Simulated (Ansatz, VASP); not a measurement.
ZrC: VASP beside Ansatz

```
Zr C
1.0
     3.39148    0.00000    0.00000
    -1.69574    2.93710    0.00000
     0.00000    0.00000    5.29005
Zr C
2 2
Direct
  0.66667 0.33333 0.75000
  0.33333 0.66667 0.25000
  0.00000 0.00000 0.50000
  0.00000 0.00000 0.00000
```

Alike in both runs: functional PBEsol; k mesh 9 × 9 × 5; occupations fermi-dirac, width 0.05 eV; no spin polarisation; Hubbard terms Zr d U = 8.0 eV.

```csv
,VASP,Ansatz
version,VASP 6.6.1,Ansatz 0.2.0
potentials or method,"VASP PAW PBE potentials, release 64 (Zr_sv, C)",Ansatz PAW
plane-wave cutoff (eV),520,420
valence electrons in the cell,32,32
task,single point,projected density of states
```

```csv
,VASP,Ansatz,Ansatz less VASP
gap on the k mesh at the Fermi level (eV),none,none,-
pressure (GPa),15.2,3.4,-11.79
"traceless stress, the component that is largest in VASP (GPa)",4.50,8.59,+4.084
```

VASP's potentials were made for PBE, not for PBEsol. The programs project onto different local orbitals, so the same U acts differently, and such runs can settle in different states. A gap of «none» marks a metal or a gap that the smearing closes.
